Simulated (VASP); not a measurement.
# BN: single point with PBE

The system is BN.

```xyz
2
Lattice="0.0000 1.8123 1.9075 1.8123 0.0000 1.9075 1.8123 1.8123 0.0000" Properties=species:S:1:pos:R:3 pbc="T T T"
B     0.0000    0.0000    0.0000
N     2.7185    2.7185    2.8612
```

This cell differs from its parent crystal: strain +0.0525 x Voigt [0, 0, 1, 0, 0, 0].

```
Program                : VASP 6.6.1
Task                   : single point
Functional             : PBE
Potentials or basis    : VASP PAW PBE potentials, release 64 (B, N)
Cutoff                 : 520 eV
k mesh                 : 12 × 12 × 12
Occupations            : gaussian, width 0.05 eV
Spin                   : no spin polarisation
Dipole correction      : no
Further INCAR settings : ALGO = Normal; EDIFF = 1e-07; NBANDS = 11
```

| Item | Value |
| --- | --- |
| Pressure | -17.2 GPa |
| Band gap on the k mesh | 3.96 eV, indirect (least direct gap 8.26 eV) |

Stress tensor (GPa, compression positive):
```
 -6.60   0.00   0.00
  0.00  -6.60   0.00
  0.00   0.00 -38.42
```

Levels at points of the mesh, in eV from the valence-band top:
| k point | band 2 | band 3 | band 4 | band 5 | band 6 | band 7 |
| --- | --- | --- | --- | --- | --- | --- |
| (0.00, 0.00, 0.00) | -0.53 | 0.00 | 0.00 | 8.26 | 8.26 | 8.62 |
| (0.50, 0.00, 0.00) | -10.33 | -2.39 | -1.62 | 8.64 | 10.45 | 10.51 |
| (0.50, 0.50, 0.00) | -9.18 | -4.35 | -4.35 | 4.79 | 9.49 | 16.74 |
| (0.50, 0.00, 0.50) | -8.47 | -5.00 | -4.99 | 3.96 | 8.35 | 16.42 |

Wall time 30 s on 1 thread of Intel(R) Xeon(R) Platinum 8259CL CPU @ 2.50GHz (Skylake/Cascade Lake) (shared host), peak memory 0.13 GiB.

Caveat: the cell differs from its parent crystal (strain +0.0525 x Voigt [0, 0, 1, 0, 0, 0]). A k mesh can miss the band edges.
